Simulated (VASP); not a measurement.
# ZnGe2N2 (C2) in VASP: notebook

ZnGe2N2 is run at these levels: PBE; tasks: single point.

Everything below comes from runs of VASP 6.6.1. Logs are shortened: lines on timing, memory, paths and dates and some standing lists are left out, and cuts for length are marked.

## Step 1: The cell of the first run

The structure is monoclinic, space group C2 (No. 5). The conventional cell has a = 5.199 Å, b = 3.154 Å, c = 9.655 Å, α = 90.00°, β = 94.74°, γ = 90.00°. Within 3.4 Å of Zn (site symmetry 2) lie 8 N at 2.08 to 3.20 Å and 6 Ge at 2.83 to 3.38 Å and 6 Zn at 3.04 to 3.15 Å. Ge (site symmetry 1) has 3 N at 2.03 to 2.18 Å within 2.7 Å. N (site symmetry 1) has 3 Ge at 2.03 to 2.18 Å and 2 Zn at 2.08 to 2.16 Å within 2.7 Å.

The cell was generated, and may not be a known phase.

## Step 2: Single point, PBE

INCAR reads:

```
PREC = Accurate
ENCUT = 520
EDIFF = 1E-7
ISMEAR = 0
SIGMA = 0.1
LREAL = F
LASPH = T
NELM = 100
ALGO = Normal
ISIF = 2
LWAVE = F
LCHARG = T
GGA = PE
LELF = T
LVHAR = T
NBANDS = 33
```

KPOINTS reads:

```
Automatic mesh
0
Gamma
  6 6 2
```

POSCAR reads:

```
ZnGe2N2
1.0
    2.5992066783     -1.5771156117     -0.0500411918
    2.5992066783      1.5771156117     -0.0500411918
   -0.6131428871      0.0000000000      9.6354484745
Zn Ge N
1 2 2
Direct
    0.3640748715      0.6359251285      0.0000000000
    1.0875148707      1.0192928633      0.7316162079
   -0.0192928633     -0.0875148707      0.2683837921
    0.7972840397      0.6660589686      0.8471996551
    0.3339410314      0.2027159603      0.1528003449
```

Potentials or basis: VASP PAW PBE potentials, release 64 (Zn, Ge_d, N).

On the command line:

```console
$ cat potpaw_PBE.64/Zn/POTCAR potpaw_PBE.64/Ge_d/POTCAR potpaw_PBE.64/N/POTCAR > POTCAR
$ mpirun -np 1 vasp_std > vasp.out
```

OUTCAR:

```text
PREC = Accurate
   ENCUT = 520
   EDIFF = 1E-7
   ISMEAR = 0
   LREAL = F
   LASPH = T
   NELM = 100
   ISIF = 2
   GGA = PE

 ion  position               nearest neighbor table
   1  0.364  0.636  0.000-   4 2.08   5 2.08   5 2.16   4 2.16   3 2.83   2 2.83
   2  0.088  0.019  0.732-   4 2.03   4 2.09   4 2.18   1 2.83
   3  0.981  0.912  0.268-   5 2.03   5 2.09   5 2.18   1 2.83
   4  0.797  0.666  0.847-   2 2.03   1 2.08   2 2.09   1 2.16   2 2.18
   5  0.334  0.203  0.153-   3 2.03   1 2.08   3 2.09   1 2.16   3 2.18

  LATTYP: Found a base centered monoclinic cell.
 ALAT       =     5.1993766847
 B/A-ratio  =     0.6066556464
 C/A-ratio  =     1.8569412725
 COS(beta)  =    -0.0827039312

  Lattice vectors:

 A1 = (   2.5992066783,  -1.5771156117,  -0.0500411918)
 A2 = (   2.5992066783,   1.5771156117,  -0.0500411918)
 A3 = (  -0.6131428871,   0.0000000000,   9.6354484745)

Analysis of symmetry for initial positions (statically):
=====================================================================
 Subroutine PRICEL returns:
 Original cell was already a primitive cell.

 Routine SETGRP: Setting up the symmetry group for a
 base centered monoclinic supercell.

 Subroutine GETGRP returns: Found  2 space group operations
 (whereof  2 operations were pure point group operations)
 out of a pool of  4 trial point group operations.

The static configuration has the point symmetry C_2 .

Analysis of symmetry for dynamics (positions and initial velocities):
=====================================================================
 Subroutine PRICEL returns:
 Original cell was already a primitive cell.

 Routine SETGRP: Setting up the symmetry group for a
 base centered monoclinic supercell.

 Subroutine GETGRP returns: Found  2 space group operations
 (whereof  2 operations were pure point group operations)
 out of a pool of  4 trial point group operations.

The dynamic configuration has the point symmetry C_2 .

 Subroutine INISYM returns: Found  2 space group operations
 (whereof  2 operations are pure point group operations),
 and found     1 'primitive' translations

----------------------------------------------------------------------------------------

                                     Primitive cell

  volume of cell :      78.8994

  direct lattice vectors                    reciprocal lattice vectors
     2.599206678 -1.577115612 -0.050041192     0.192602348 -0.317034462  0.012256073
     2.599206678  1.577115612 -0.050041192     0.192602348  0.317034462  0.012256073
    -0.613142887  0.000000000  9.635448475     0.002000540  0.000000000  0.103910744

  length of vectors
     3.040669849  3.040669849  9.654937157     0.371155932  0.371155932  0.103930000

  position of ions in fractional coordinates (direct lattice)
     0.364074872  0.635925128  0.000000000
     0.087514871  0.019292863  0.731616208
     0.980707137  0.912485129  0.268383792
     0.797284040  0.666058969  0.847199655
     0.333941031  0.202715960  0.152800345

  ion indices of the primitive-cell ions
   primitive index   ion index
                 1           1
                 2           2
                 3           3
                 4           4
                 5           5

----------------------------------------------------------------------------------------

 KPOINTS: Automatic mesh

Automatic generation of k-mesh.
 Grid dimensions read from file:
 generate k-points for:    6    6    2

 Generating k-lattice:

  Cartesian coordinates                     Fractional coordinates (reciprocal lattice)
     0.032100391 -0.052839077  0.002042679     0.166666667  0.000000000 -0.000000000
     0.032100391  0.052839077  0.002042679     0.000000000  0.166666667 -0.000000000
     0.001000270  0.000000000  0.051955372     0.000000000  0.000000000  0.500000000

  Length of vectors
     0.061859322  0.061859322  0.051965000

  Shift w.r.t. Gamma in fractional coordinates (k-lattice)
     0.000000000  0.000000000  0.000000000

 Subroutine IBZKPT returns following result:
 ===========================================

 Found     26 irreducible k-points:

 Following reciprocal coordinates:
            Coordinates               Weight
  0.000000  0.000000  0.000000      1.000000
  0.166667  0.000000 -0.000000      4.000000
  0.333333 -0.000000  0.000000      4.000000
  0.500000  0.000000  0.000000      2.000000
  0.166667  0.166667 -0.000000      2.000000
  0.333333  0.166667  0.000000      4.000000
[... 16 lines left out ...]
  0.333333  0.333333  0.500000      2.000000
  0.500000  0.333333  0.500000      4.000000
 [... further k-points ...]
   k-points           NKPTS =     26   k-points in BZ     NKDIM =     26   number of bands    NBANDS=     33
   number of dos      NEDOS =    301   number of ions     NIONS =      5
   total plane-waves  NPLWV =  41472
   dimension x,y,z NGX =    24 NGY =   24 NGZ =   72
   dimension x,y,z NGXF=    48 NGYF=   48 NGZF=  144
   ions per type =               1   2   2
   NGX,Y,Z   is equivalent  to a cutoff of  13.12, 13.12, 12.40 a.u.
   NGXF,Y,Z  is equivalent  to a cutoff of  26.24, 26.24, 24.79 a.u.
 SYSTEM =  unknown system
   PREC   = accura    normal or accurate (medium, high low for compatibility)
   ISTART =      0    job   : 0-new  1-cont  2-samecut
   ICHARG =      2    charge: 1-file 2-atom 10-const
   ISPIN  =      1    spin polarized calculation?
   LNONCOLLINEAR =      F non collinear calculations
   LSORBIT =      F    spin-orbit coupling
   LASPH  =      T    aspherical Exc in radial PAW
   ENCUT  =  520.0 eV  38.22 Ry    6.18 a.u.   5.65  5.65 17.95*2*pi/ulx,y,z
   NELM   =    100;   NELMIN=  2; NELMDL= -5     # of ELM steps
   EDIFF  = 0.1E-06   stopping-criterion for ELM
   LREAL  =      F    real-space projection
   EDIFFG = 0.1E-05   stopping-criterion for IOM
   NSW    =      0    number of steps for IOM
   IBRION =     -1    ionic relax: 0-MD 1-quasi-New 2-CG
   NFREE  =      0    steps in history (QN), initial steepest desc. (CG)
   ISIF   =      2    stress and relaxation
   ISYM   =      2    0-nonsym 1-usesym 2-fastsym
   POTIM  = 0.5000    time-step for ionic-motion
   TEBEG  =    0.0;   TEEND  =   0.0 temperature during run
   PSTRESS=    0.0 pullay stress
   NELECT =      50.0000    total number of electrons
   NUPDOWN=      -1.0000    fix difference up-down
   EMIN   =  10.00;   EMAX   =-10.00  energy-range for DOS
   EFERMI =   0.00;   METHOD = LEGACY
   ISMEAR =     0;   SIGMA  =   0.10  broadening in eV -4-tet -1-fermi 0-gaus
   EFERMI_NEDOS =   21; number of points for ismear=-14 and -15
   IALGO  =     38    algorithm
   IMIX   =      4    mixing-type and parameters
     AMIX     =   0.40;   BMIX     =  1.00
     AMIX_MAG =   1.60;   BMIX_MAG =  1.00
  volume/ion in A,a.u.               =      15.78       106.49
  Fermi-wavevector in a.u.,A,eV,Ry     =   1.406178  2.657291 26.903285  1.977336
  Thomas-Fermi vector in A             =   2.528564
   LORBIT       =      0    0 simple, 1 ext, 2 COOP (PROOUT), +10 PAW based schemes
   GGA     = PE    functional components
   LHFCALC =     F    Hartree Fock is set to
   AEXX    =    0.0000 exact exchange contribution
   IVDW    =     0    specifies the selected vdW correction
   LEPSILON=     F    determine dielectric tensor
   LRPA    =     F    only Hartree local field effects (RPA)
 non-spin polarized calculation
 Gauss-broadening in eV      SIGMA  =   0.10
  energy-cutoff  :      520.00
  volume of cell :       78.90
 maximum number of plane-waves:      2144
 NGX is ok and might be reduce to    24
   NGX = 11   NGY = 11   NGZ = 35

 number of electron      50.0000019 magnetization

 Free energy of the ion-electron system (eV)
  ---------------------------------------------------
  ext. energy  EPLUGINS =         0.00000000
  ---------------------------------------------------
  free energy    TOTEN  =       -25.30375155 eV

  energy without entropy =      -25.30375155  energy(sigma->0) =      -25.30375155

 E-fermi :   3.8377     XC(G=0): -10.1790

 val. band max:        3.4086044445   @ k =   0.3333   0.3333   0.0000
 cond. band min:       4.5599560953   @ k =   0.5000   0.5000   0.0000
 fundamental gap:      1.1513516508
 Fermi energy:         3.8376561053

 k-point     1 :       0.0000    0.0000    0.0000
  band No.  band energies     occupation
      1     -20.6137      2.00000
      2     -20.6137      2.00000
      3     -20.5937      2.00000
      4     -20.5937      2.00000
      5     -20.5126      2.00000
      6     -20.5121      2.00000
[... 25 lines left out ...]
     32      11.7485      0.00000
     33      11.9105      0.00000

 k-point     2 :       0.1667    0.0000   -0.0000
  band No.  band energies     occupation
      1     -20.6190      2.00000
      2     -20.6147      2.00000
      3     -20.5832      2.00000
      4     -20.5804      2.00000
      5     -20.5076      2.00000
      6     -20.5049      2.00000
[... 25 lines left out ...]
     32      11.7425      0.00000
     33      11.8257      0.00000

 k-point     3 :       0.3333   -0.0000    0.0000
  band No.  band energies     occupation
      1     -20.6396      2.00000
      2     -20.6283      2.00000
      3     -20.5549      2.00000
      4     -20.5478      2.00000
      5     -20.5300      2.00000
      6     -20.5122      2.00000
[... 25 lines left out ...]
     32      11.2291      0.00000
     33      11.5947      0.00000

 k-point     4 :       0.5000    0.0000    0.0000
  band No.  band energies     occupation
      1     -20.6513      2.00000
      2     -20.6365      2.00000
      3     -20.5472      2.00000
      4     -20.5398      2.00000
      5     -20.5347      2.00000
      6     -20.5175      2.00000
[... 25 lines left out ...]
     32      10.9276      0.00000
     33      11.2552      0.00000

 k-point     5 :       0.1667    0.1667   -0.0000
  band No.  band energies     occupation
      1     -20.6032      2.00000
      2     -20.6032      2.00000
      3     -20.5915      2.00000
      4     -20.5914      2.00000
      5     -20.5066      2.00000
      6     -20.5062      2.00000
[... 604 lines left out ...]
 k-point    22 :      -0.1667    0.1667    0.5000
  band No.  band energies     occupation
      1     -20.6189      2.00000
      2     -20.6188      2.00000
      3     -20.5729      2.00000
      4     -20.5729      2.00000
      5     -20.5071      2.00000
      6     -20.5069      2.00000
[... 25 lines left out ...]
     32      11.2126      0.00000
     33      11.7008      0.00000

 k-point    23 :       0.3333    0.3333    0.5000
  band No.  band energies     occupation
      1     -20.6254      2.00000
      2     -20.6253      2.00000
      3     -20.5560      2.00000
      4     -20.5559      2.00000
      5     -20.5146      2.00000
      6     -20.5145      2.00000
[... 25 lines left out ...]
     32      10.7642      0.00000
     33      11.6736      0.00000

 k-point    24 :       0.5000    0.3333    0.5000
  band No.  band energies     occupation
      1     -20.6263      2.00000
      2     -20.6208      2.00000
      3     -20.5572      2.00000
      4     -20.5510      2.00000
      5     -20.5213      2.00000
      6     -20.5135      2.00000
[... 25 lines left out ...]
     32       9.9057      0.00000
     33      11.7486      0.00000

 [... further k-points ...]
[... 5 lines left out ...]
  --------------------------------------------------------------------------------------
  -------------------------------------------------------------------------------------
  Total        0.0444162      0.0708764      0.3000740      0.0000000      0.0000000      0.0240016
  in kB        0.9019407      1.4392578      6.0934758      0.0000000      0.0000000      0.4873894
  external PRESSURE =       2.8115581 kB  Pullay stress =       0.0000000 kB

 VOLUME and BASIS-vectors are now :
 -----------------------------------------------------------------------------
  energy-cutoff  :      520.00
  volume of cell :       78.90
      direct lattice vectors                 reciprocal lattice vectors
     2.599206678 -1.577115612 -0.050041192     0.192602348 -0.317034462  0.012256073
     2.599206678  1.577115612 -0.050041192     0.192602348  0.317034462  0.012256073
    -0.613142887  0.000000000  9.635448475     0.002000540  0.000000000  0.103910744

 POSITION                                       TOTAL-FORCE (eV/Angst)
 -----------------------------------------------------------------------------------
      2.59921      0.42874     -0.05004        -0.000000     -0.001595      0.000000
     -0.17097     -0.10759      7.04411        -0.005419     -0.002252     -0.034379
      4.75624     -0.10759      2.49126         0.005419     -0.002252      0.034379
      3.28408     -0.20696      8.08992         0.009978      0.003050     -0.009924
      1.30119     -0.20696      1.44544        -0.009978      0.003050      0.009924
 -----------------------------------------------------------------------------------
    total drift:                               -0.000000     -0.001071      0.000000

  FREE ENERGIE OF THE ION-ELECTRON SYSTEM (eV)
  ---------------------------------------------------
  free  energy   TOTEN  =       -25.3037515513 eV

  energy  without entropy=      -25.3037515512  energy(sigma->0) =      -25.30375155
```

It took 92 s on 1 thread of Intel Xeon Platinum 8259CL at 2.50GHz (Skylake/Cascade Lake), shared host; peak memory 0.22 GiB.

Results:

```yaml
Free_energy: -25.3038 eV
Pressure: 0.3 GPa
Largest_force: 0.035 eV/Å
Band_gap_on_the_k_mesh: 1.15 eV (least direct gap 1.67 eV)
```

Forces in eV/Å, atoms in the order of the input:
```
Zn   0.000 -0.002  0.000
Ge  -0.005 -0.002 -0.034
Ge   0.005 -0.002  0.034
N    0.010  0.003 -0.010
N   -0.010  0.003  0.010
```

Levels at points of the mesh, in eV from the valence-band top:
| k point | band 22 | band 23 | band 24 | band 25 | band 26 | band 27 | band 28 | band 29 |
| --- | --- | --- | --- | --- | --- | --- | --- | --- |
| (0.00, 0.00, 0.00) | -1.20 | -1.00 | -0.65 | -0.38 | 1.78 | 3.28 | 6.15 | 7.52 |
| (0.50, 0.00, 0.00) | -2.38 | -2.07 | -1.54 | -0.97 | 1.40 | 1.90 | 4.64 | 5.10 |
| (0.50, 0.50, 0.00) | -2.75 | -2.72 | -1.50 | -0.89 | 1.15 | 2.29 | 3.40 | 5.25 |
| (0.00, 0.00, 0.50) | -1.20 | -1.04 | -0.90 | -0.65 | 2.61 | 2.73 | 6.43 | 7.12 |
| (0.50, 0.00, 0.50) | -2.40 | -2.08 | -1.73 | -0.79 | 1.29 | 2.15 | 4.36 | 5.42 |
| (0.50, 0.50, 0.50) | -2.75 | -2.72 | -1.37 | -1.16 | 1.33 | 2.08 | 3.82 | 5.20 |

## Step 3: Single point, PBE

This run uses another cell than the first one, of 14.79 Å³/atom.

INCAR reads:

```
PREC = Accurate ; ENCUT = 520
EDIFF = 1E-6 ; ISMEAR = 0
SIGMA = 0.02 ; LREAL = False
LASPH = True ; NELM = 100
ALGO = Normal ; ISIF = 2
LWAVE = False ; LCHARG = False
GGA = PE ; NBANDS = 33
```

KPOINTS reads:

```
Automatic mesh
0
Gamma
  10 10 4
```

POSCAR reads:

```
ZnGe2N2
1.0
    2.5888908044     -1.5794608403      0.2155487495
    2.5888908044      1.5794608403      0.2155487495
    0.0025955117      0.0000000000      9.0399327801
Zn Ge N
1 2 2
Direct
    0.3659343247      0.6340656753      0.0000000000
    0.1697396632      0.1023569566      0.7131998086
    0.8976430434      0.8302603368      0.2868001914
    0.8442256838      0.7140207651      0.8367165551
    0.2859792349      0.1557743162      0.1632834449
```

Potentials or basis: VASP PAW PBE potentials, release 64 (Zn, Ge_d, N).

On the command line:

```console
$ cat potpaw_PBE.64/Zn/POTCAR potpaw_PBE.64/Ge_d/POTCAR potpaw_PBE.64/N/POTCAR > POTCAR
$ mpirun -np 1 vasp_std > vasp.out
```

It took 5 min on 1 thread of Intel Xeon Platinum 8259CL at 2.50GHz (Skylake/Cascade Lake), shared host; peak memory 0.37 GiB.

Results (log left out):

- Free energy: -25.3312 eV
- Pressure: 0.2 GPa
- Largest force: 0.039 eV/Å
- Band gap on the k mesh: 0.75 eV (least direct gap 1.57 eV)

Forces in eV/Å, atoms in the order of the input:
```
Zn   0.000  0.004  0.000
Ge   0.006  0.006 -0.038
Ge  -0.006  0.006  0.038
N    0.008 -0.008 -0.015
N   -0.008 -0.008  0.015
```

Stress tensor (GPa, compression positive):
```
 0.21  0.00 -0.07
 0.00  0.09  0.00
-0.07  0.00  0.35
```

Levels at points of the mesh, in eV from the valence-band top:
```csv
k point,band 21,band 22,band 23,band 24,band 25,band 26,band 27,band 28,band 29,band 30
"(0.00, 0.00, 0.00)",-1.70,-1.48,-1.29,-0.94,-0.43,1.42,3.23,5.96,7.38,7.38
"(0.50, 0.00, 0.00)",-3.98,-2.66,-2.35,-1.84,-1.14,0.97,1.46,4.44,4.93,5.98
"(0.50, 0.50, 0.00)",-3.33,-3.06,-3.00,-1.80,-1.45,1.17,1.84,3.61,4.43,5.20
"(0.00, 0.00, 0.50)",-1.79,-1.48,-1.42,-1.25,-0.94,2.32,2.77,6.16,7.35,7.41
"(0.50, 0.00, 0.50)",-3.97,-2.71,-2.37,-2.05,-1.28,1.18,2.04,3.76,5.27,5.56
"(0.50, 0.50, 0.50)",-3.51,-3.04,-3.01,-1.67,-1.25,0.75,1.86,3.07,5.57,5.58
```

A k mesh can miss the band edges.
